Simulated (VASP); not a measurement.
# Zr (Pm-3m) in VASP: further runs

Zr is run at these levels: PBEsol; tasks: single point.

All numbers are computed with VASP 6.6.1; they aren't measurements. Logs are shortened: lines on timing, memory, paths and dates and some standing lists are left out, and cuts for length are marked.

### Step 1. The cell of the first run

It takes space group Pm-3m (No. 221, cubic). Conventional cell: a = 2.975 Å, b = 2.975 Å, c = 2.975 Å, α = 90.00°, β = 90.00°, γ = 90.00°. Within 3.9 Å of Zr (site symmetry m-3m) lie 6 Zr at 2.97 Å.

### Step 2. Single point, PBEsol (volume scaled by 1.12)

The input, INCAR:

```
  PREC = Accurate
  ENCUT = 520
  EDIFF = 1E-6
  ISMEAR = -1
  SIGMA = 0.1
  LREAL = False
  LASPH = True
  NELM = 80
  ALGO = Normal
  ISIF = 2
  LWAVE = False
  LCHARG = False
  GGA = PS
  NBANDS = 12
```

The input, KPOINTS:

```
regular mesh
0
Gamma
  12 12 12
```

The input, POSCAR:

```
Zr
1.0
    2.9745542963      0.0000000000      0.0000000000
    0.0000000000      2.9745542963      0.0000000000
    0.0000000000      0.0000000000      2.9745542963
Zr
1
Direct
    0.0000000000      0.0000000000      0.0000000000
```

Potentials or basis: VASP PAW PBE potentials, release 64 (Zr_sv).

The run is started by

```bash
$ cat potpaw_PBE.64/Zr_sv/POTCAR > POTCAR
$ mpirun -np 1 vasp_std > vasp.out
```

OUTCAR:

```text
PREC = Accurate
   ENCUT = 520
   EDIFF = 1E-6
   ISMEAR = -1
   LREAL = False
   LASPH = True
   NELM = 80
   ISIF = 2
   GGA = PS

 ion  position               nearest neighbor table
   1  0.000  0.000  0.000-

  LATTYP: Found a simple cubic cell.
 ALAT       =     2.9745542963

  Lattice vectors:

 A1 = (   2.9745542963,   0.0000000000,   0.0000000000)
 A2 = (   0.0000000000,   2.9745542963,   0.0000000000)
 A3 = (   0.0000000000,   0.0000000000,   2.9745542963)

Analysis of symmetry for initial positions (statically):
=====================================================================
 Subroutine PRICEL returns:
 Original cell was already a primitive cell.

 Routine SETGRP: Setting up the symmetry group for a
 simple cubic supercell.

 Subroutine GETGRP returns: Found 48 space group operations
 (whereof 48 operations were pure point group operations)
 out of a pool of 48 trial point group operations.

The static configuration has the point symmetry O_h .

Analysis of symmetry for dynamics (positions and initial velocities):
=====================================================================
 Subroutine PRICEL returns:
 Original cell was already a primitive cell.

 Routine SETGRP: Setting up the symmetry group for a
 simple cubic supercell.

 Subroutine GETGRP returns: Found 48 space group operations
 (whereof 48 operations were pure point group operations)
 out of a pool of 48 trial point group operations.

The dynamic configuration has the point symmetry O_h .

 Subroutine INISYM returns: Found 48 space group operations
 (whereof 48 operations are pure point group operations),
 and found     1 'primitive' translations

----------------------------------------------------------------------------------------

                                     Primitive cell

  volume of cell :      26.3188

  direct lattice vectors                    reciprocal lattice vectors
     2.974554296  0.000000000  0.000000000     0.336184820  0.000000000  0.000000000
     0.000000000  2.974554296  0.000000000     0.000000000  0.336184820  0.000000000
     0.000000000  0.000000000  2.974554296     0.000000000  0.000000000  0.336184820

  length of vectors
     2.974554296  2.974554296  2.974554296     0.336184820  0.336184820  0.336184820

[... 77 lines left out ...]
   NELM   =     80;   NELMIN=  2; NELMDL= -5     # of ELM steps
   EDIFF  = 0.1E-05   stopping-criterion for ELM
   LREAL  =      F    real-space projection
   EDIFFG = 0.1E-04   stopping-criterion for IOM
   NSW    =      0    number of steps for IOM
   IBRION =     -1    ionic relax: 0-MD 1-quasi-New 2-CG
   NFREE  =      0    steps in history (QN), initial steepest desc. (CG)
   ISIF   =      2    stress and relaxation
   ISYM   =      2    0-nonsym 1-usesym 2-fastsym
   POTIM  = 0.5000    time-step for ionic-motion
   TEBEG  =    0.0;   TEEND  =   0.0 temperature during run
   PSTRESS=    0.0 pullay stress
   NELECT =      12.0000    total number of electrons
   NUPDOWN=      -1.0000    fix difference up-down
   EMIN   =  10.00;   EMAX   =-10.00  energy-range for DOS
   EFERMI =   0.00;   METHOD = LEGACY
   ISMEAR =    -1;   SIGMA  =   0.10  broadening in eV -4-tet -1-fermi 0-gaus
   EFERMI_NEDOS =   21; number of points for ismear=-14 and -15
   IALGO  =     38    algorithm
   IMIX   =      4    mixing-type and parameters
     AMIX     =   0.40;   BMIX     =  1.00
     AMIX_MAG =   1.60;   BMIX_MAG =  1.00
  volume/ion in A,a.u.               =      26.32       177.61
  Fermi-wavevector in a.u.,A,eV,Ry     =   1.260027  2.381107 21.601551  1.587669
  Thomas-Fermi vector in A             =   2.393558
   LORBIT       =      0    0 simple, 1 ext, 2 COOP (PROOUT), +10 PAW based schemes
   GGA     = PS    functional components
   LHFCALC =     F    Hartree Fock is set to
   AEXX    =    0.0000 exact exchange contribution
   IVDW    =     0    specifies the selected vdW correction
   LEPSILON=     F    determine dielectric tensor
   LRPA    =     F    only Hartree local field effects (RPA)
 non-spin polarized calculation
  energy-cutoff  :      520.00
  volume of cell :       26.32
 maximum number of plane-waves:       739
 NGX is ok and might be reduce to    24
   NGX = 11   NGY = 11   NGZ = 11

 number of electron      12.0000001 magnetization

 Free energy of the ion-electron system (eV)
  ---------------------------------------------------
  ext. energy  EPLUGINS =         0.00000000
  ---------------------------------------------------
  free energy    TOTEN  =        -8.16608952 eV

  energy without entropy =       -8.09412926  energy(sigma->0) =       -8.13010939

 E-fermi :   7.2414     XC(G=0): -10.5554

 val. band max:        7.2276301973   @ k =   0.4167   0.0833   0.0833
 cond. band min:       7.2476633072   @ k =   0.4167   0.3333   0.2500
 fundamental gap:      0.0200331099
 Fermi energy:         7.2414289275

 k-point     1 :       0.0000    0.0000    0.0000
  band No.  band energies     occupation
      1     -41.3912      2.00000
      2     -18.9301      2.00000
      3     -18.9301      2.00000
      4     -18.9301      2.00000
      5       2.2946      2.00000
      6       5.7243      2.00000
      7       5.7243      2.00000
      8      12.4359      0.00000
      9      12.4359      0.00000
     10      12.4359      0.00000
     11      19.4902      0.00000
     12      19.4902      0.00000
[... 331 lines left out ...]
 k-point    24 :       0.4167    0.3333    0.0000
  band No.  band energies     occupation
      1     -41.2045      2.00000
      2     -19.7655      2.00000
      3     -19.5720      2.00000
      4     -18.7799      2.00000
      5       5.1316      2.00000
      6       6.5221      1.99850
      7       9.6918      0.00000
      8      10.2117      0.00000
      9      10.7147      0.00000
     10      10.8396      0.00000
     11      15.3912      0.00000
     12      19.2209      0.00000

 [... further k-points ...]
[... 5 lines left out ...]
  --------------------------------------------------------------------------------------
  -------------------------------------------------------------------------------------
  Total       -1.0534494     -1.0534494     -1.0534494      0.0000000     -0.0000000      0.0000000
  in kB      -64.1296016    -64.1296016    -64.1296016      0.0000000     -0.0000000      0.0000000
  external PRESSURE =     -64.1296016 kB  Pullay stress =       0.0000000 kB

 VOLUME and BASIS-vectors are now :
 -----------------------------------------------------------------------------
  energy-cutoff  :      520.00
  volume of cell :       26.32
      direct lattice vectors                 reciprocal lattice vectors
     2.974554296  0.000000000  0.000000000     0.336184820  0.000000000  0.000000000
     0.000000000  2.974554296  0.000000000     0.000000000  0.336184820  0.000000000
     0.000000000  0.000000000  2.974554296     0.000000000  0.000000000  0.336184820

 POSITION                                       TOTAL-FORCE (eV/Angst)
 -----------------------------------------------------------------------------------
      0.00000      0.00000      0.00000         0.000000      0.000000      0.000000
 -----------------------------------------------------------------------------------
    total drift:                                0.000000      0.000000     -0.000000

  FREE ENERGIE OF THE ION-ELECTRON SYSTEM (eV)
  ---------------------------------------------------
  free  energy   TOTEN  =        -8.1660895190 eV

  energy  without entropy=       -8.0941292626  energy(sigma->0) =       -8.13010939
```

OSZICAR:

```text
N       E                     dE             d eps       ncg     rms          rms(c)
DAV:   1     0.873546086639E+02    0.87355E+02   -0.67058E+03  2016   0.976E+02
DAV:   2    -0.525371632531E+01   -0.92608E+02   -0.89547E+02  2344   0.265E+02
DAV:   3    -0.839177555176E+01   -0.31381E+01   -0.30560E+01  2944   0.410E+01
DAV:   4    -0.846791088203E+01   -0.76135E-01   -0.75750E-01  2424   0.616E+00
DAV:   5    -0.846962005553E+01   -0.17092E-02   -0.17091E-02  2928   0.705E-01    0.926E+00
DAV:   6    -0.819575077164E+01    0.27387E+00   -0.38665E-01  2156   0.526E+00    0.372E+00
DAV:   7    -0.816275274842E+01    0.32998E-01   -0.14450E-01  2516   0.304E+00    0.757E-01
DAV:   8    -0.816614106203E+01   -0.33883E-02   -0.12152E-02  2460   0.121E+00    0.114E-01
DAV:   9    -0.816610459948E+01    0.36463E-04   -0.37168E-04  2576   0.181E-01    0.206E-02
DAV:  10    -0.816608973023E+01    0.14869E-04   -0.19769E-05  2508   0.421E-02    0.529E-03
DAV:  11    -0.816608951895E+01    0.21128E-06   -0.56367E-07  1620   0.757E-03
   1 F= -.81660895E+01 E0= -.81301094E+01  d E =-.719603E-01
```

Wall time 37 s (1 thread of AMD EPYC 7R13, shared host); peak memory 0.12 GiB.

What came out:

```yaml
Free_energy: -8.1661 eV
Pressure: -6.4 GPa
Band_gap_on_the_k_mesh: zero (band 6 reaches 8.12 eV, above the bottom of band 7 at 5.72 eV)
```

Caveat: the cell differs from its parent crystal (volume scaled by 1.12); the PAW data sets were made with another functional, which shifts forces and pressure a little.

### Step 3. Single point, PBEsol

This run uses another cell than the first one, of 23.50 Å³/atom, 0.893 times its volume.

The input, INCAR:

```
PREC     = Accurate       # precision mode
ENCUT    = 520            # plane-wave cutoff, eV
EDIFF    = 1E-7           # SCF threshold, eV
ISMEAR   = -1             # smearing method
SIGMA    = 0.1            # smearing width, eV
LREAL    = False          # projectors in reciprocal space
LASPH    = True           # aspherical terms in the spheres
NELM     = 80             # most SCF steps
ALGO     = Normal         # electronic algorithm
ISIF     = 2              # what is computed and relaxed
LWAVE    = False          # write WAVECAR
LCHARG   = False          # write CHGCAR
GGA      = PS             # functional
NBANDS   = 12             # bands
```

The input, KPOINTS:

```
regular mesh
0
Gamma
  18 18 18
```

The input, POSCAR:

```
Zr
1.0
    2.8642827878      0.0000000000      0.0000000000
    0.0000000000      2.8642827878      0.0000000000
    0.0000000000      0.0000000000      2.8642827878
Zr
1
Direct
    0.0000000000      0.0000000000      0.0000000000
```

Potentials or basis: VASP PAW PBE potentials, release 64 (Zr_sv).

The run is started by

```bash
$ cat potpaw_PBE.64/Zr_sv/POTCAR > POTCAR
$ mpirun -np 1 vasp_std > vasp.out
```

OUTCAR:

```text
PREC = Accurate
   ENCUT = 520
   EDIFF = 1E-7
   ISMEAR = -1
   LREAL = False
   LASPH = True
   NELM = 80
   ISIF = 2
   GGA = PS

 ion  position               nearest neighbor table
   1  0.000  0.000  0.000-

  LATTYP: Found a simple cubic cell.
 ALAT       =     2.8642827878

  Lattice vectors:

 A1 = (   2.8642827878,   0.0000000000,   0.0000000000)
 A2 = (   0.0000000000,   2.8642827878,   0.0000000000)
 A3 = (   0.0000000000,   0.0000000000,   2.8642827878)

Analysis of symmetry for initial positions (statically):
=====================================================================
 Subroutine PRICEL returns:
 Original cell was already a primitive cell.

 Routine SETGRP: Setting up the symmetry group for a
 simple cubic supercell.

 Subroutine GETGRP returns: Found 48 space group operations
 (whereof 48 operations were pure point group operations)
 out of a pool of 48 trial point group operations.

The static configuration has the point symmetry O_h .

Analysis of symmetry for dynamics (positions and initial velocities):
[... 158 lines left out ...]

 val. band max:        8.4208803594   @ k =   0.5000   0.1667   0.0000
 cond. band min:       8.4337640248   @ k =   0.2222   0.2222   0.1667
 fundamental gap:      0.0128836653
 Fermi energy:         8.4267894339

 k-point     1 :       0.0000    0.0000    0.0000
  band No.  band energies     occupation
      1     -40.0694      2.00000
      2     -17.4237      2.00000
      3     -17.4237      2.00000
      4     -17.4237      2.00000
      5       3.2900      2.00000
      6       6.6213      2.00000
      7       6.6213      2.00000
      8      14.3140      0.00000
      9      14.3140      0.00000
     10      14.3140      0.00000
     11      21.6048      0.00000
     12      21.6048      0.00000
[... 331 lines left out ...]
 k-point    24 :       0.3333    0.1111    0.0000
  band No.  band energies     occupation
      1     -39.9214      2.00000
      2     -18.4683      2.00000
      3     -17.4946      2.00000
      4     -17.3119      2.00000
      5       5.6764      2.00000
      6       7.5440      1.99971
      7       8.7175      0.10358
      8      11.4482      0.00000
      9      11.7229      0.00000
     10      14.0952      0.00000
     11      17.7584      0.00000
     12      22.1406      0.00000

 [... further k-points ...]
[... 5 lines left out ...]
  --------------------------------------------------------------------------------------
  -------------------------------------------------------------------------------------
  Total        0.0593254      0.0593254      0.0593254     -0.0000000      0.0000000     -0.0000000
  in kB        4.0448579      4.0448579      4.0448579     -0.0000000      0.0000000     -0.0000000
  external PRESSURE =       4.0448579 kB  Pullay stress =       0.0000000 kB

 VOLUME and BASIS-vectors are now :
 -----------------------------------------------------------------------------
  energy-cutoff  :      520.00
  volume of cell :       23.50
      direct lattice vectors                 reciprocal lattice vectors
     2.864282788  0.000000000  0.000000000     0.349127539  0.000000000  0.000000000
     0.000000000  2.864282788  0.000000000     0.000000000  0.349127539  0.000000000
     0.000000000  0.000000000  2.864282788     0.000000000  0.000000000  0.349127539

 POSITION                                       TOTAL-FORCE (eV/Angst)
 -----------------------------------------------------------------------------------
      0.00000      0.00000      0.00000         0.000000      0.000000      0.000000
 -----------------------------------------------------------------------------------
    total drift:                               -0.000000     -0.000000     -0.000000

  FREE ENERGIE OF THE ION-ELECTRON SYSTEM (eV)
  ---------------------------------------------------
  free  energy   TOTEN  =        -8.2319192809 eV

  energy  without entropy=       -8.1771278063  energy(sigma->0) =       -8.20452354
```

OSZICAR:

```text
N       E                     dE             d eps       ncg     rms          rms(c)
DAV:   1     0.886590521259E+02    0.88659E+02   -0.69002E+03  5288   0.997E+02
DAV:   2    -0.532956086608E+01   -0.93989E+02   -0.90973E+02  6072   0.269E+02
DAV:   3    -0.841055352539E+01   -0.30810E+01   -0.29821E+01  7752   0.412E+01
DAV:   4    -0.847146113996E+01   -0.60908E-01   -0.60823E-01  6172   0.570E+00
DAV:   5    -0.847305254570E+01   -0.15914E-02   -0.15910E-02  7580   0.648E-01    0.114E+01
DAV:   6    -0.825257950352E+01    0.22047E+00   -0.32306E-01  5740   0.496E+00    0.493E+00
DAV:   7    -0.822860017745E+01    0.23979E-01   -0.13426E-01  6864   0.305E+00    0.853E-01
DAV:   8    -0.823196500954E+01   -0.33648E-02   -0.11256E-02  6224   0.124E+00    0.631E-02
DAV:   9    -0.823192847561E+01    0.36534E-04   -0.31282E-04  6404   0.166E-01    0.180E-02
DAV:  10    -0.823192022934E+01    0.82463E-05   -0.97455E-06  6256   0.326E-02    0.417E-03
DAV:  11    -0.823191929028E+01    0.93906E-06   -0.42633E-07  7008   0.478E-03    0.144E-03
DAV:  12    -0.823191928087E+01    0.94074E-08   -0.32385E-08  3520   0.121E-03
   1 F= -.82319193E+01 E0= -.82045235E+01  d E =-.547915E-01
```

Wall time 1.8 min (1 thread of AMD EPYC 7R13, shared host); peak memory 0.15 GiB.

Results:

| Item | Value |
| --- | --- |
| Free energy | -8.2319 eV |
| Pressure | 0.4 GPa |
| Band gap on the k mesh | zero (band 6 reaches 9.52 eV, above the bottom of band 7 at 6.62 eV) |

Levels at points of the mesh, in eV from the Fermi level:
| k point | band 2 | band 3 | band 4 | band 5 | band 6 | band 7 | band 8 | band 9 | band 10 | band 11 |
| --- | --- | --- | --- | --- | --- | --- | --- | --- | --- | --- |
| (0.00, 0.00, 0.00) | -25.85 | -25.85 | -25.85 | -5.14 | -1.81 | -1.81 | 5.89 | 5.89 | 5.89 | 13.18 |
| (0.50, 0.00, 0.00) | -27.24 | -25.72 | -25.72 | -2.04 | -0.91 | 0.50 | 2.61 | 2.61 | 6.23 | 9.77 |
| (0.50, 0.50, 0.00) | -27.03 | -27.03 | -25.60 | -3.25 | -0.28 | 3.32 | 3.32 | 5.24 | 5.24 | 8.02 |
| (0.50, 0.50, 0.50) | -26.84 | -26.84 | -26.84 | -1.68 | -1.68 | -1.68 | 6.56 | 8.25 | 8.25 | 11.17 |

Caveat: the PAW data sets were made with another functional, which shifts forces and pressure a little.
